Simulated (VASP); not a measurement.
Here is a VASP 6.6.1 calculation.

INCAR

```
SYSTEM = Si2Ni
ALGO = Normal ; EDIFF = 1E-6
ENCUT = 520 ; GGA = CA
ISIF = 2 ; ISMEAR = -1
ISPIN = 2 ; LASPH = .TRUE.
LCHARG = .TRUE. ; LELF = .TRUE.
LMAXMIX = 4 ; LORBIT = 11
LREAL = .FALSE. ; LVHAR = .TRUE.
LWAVE = .FALSE. ; MAGMOM = 1 0 0
NBANDS = 20 ; NELM = 150
PREC = Accurate ; SIGMA = 0.05
```

File KPOINTS:

```
k-points
0
G
  9 9 9
  0 0 0
```

File POSCAR:

```
Si2Ni
1.0
    0.0000000000      2.7385698685      2.7385698685
    2.7385698685      0.0000000000      2.7385698685
    2.7385698685      2.7385698685      0.0000000000
Ni Si
1 2
Direct
    0.0000000000      0.0000000000      0.0000000000
    0.7500000000      0.7500000000      0.7500000000
    0.2500000000      0.2500000000      0.2500000000
```

Potentials or basis: VASP PAW LDA potentials, release 64 (Ni, Si).

Launch:

```bash
$ cat potpaw_LDA.64/Ni/POTCAR potpaw_LDA.64/Si/POTCAR > POTCAR
$ mpirun -np 1 vasp_std > vasp.out
```

Estimate the pressure.

-9.4 GPa.

Estimate the band gap on the k mesh.

zero (filled and empty bands overlap).

Predict the net moment.

0.00 μB per cell.
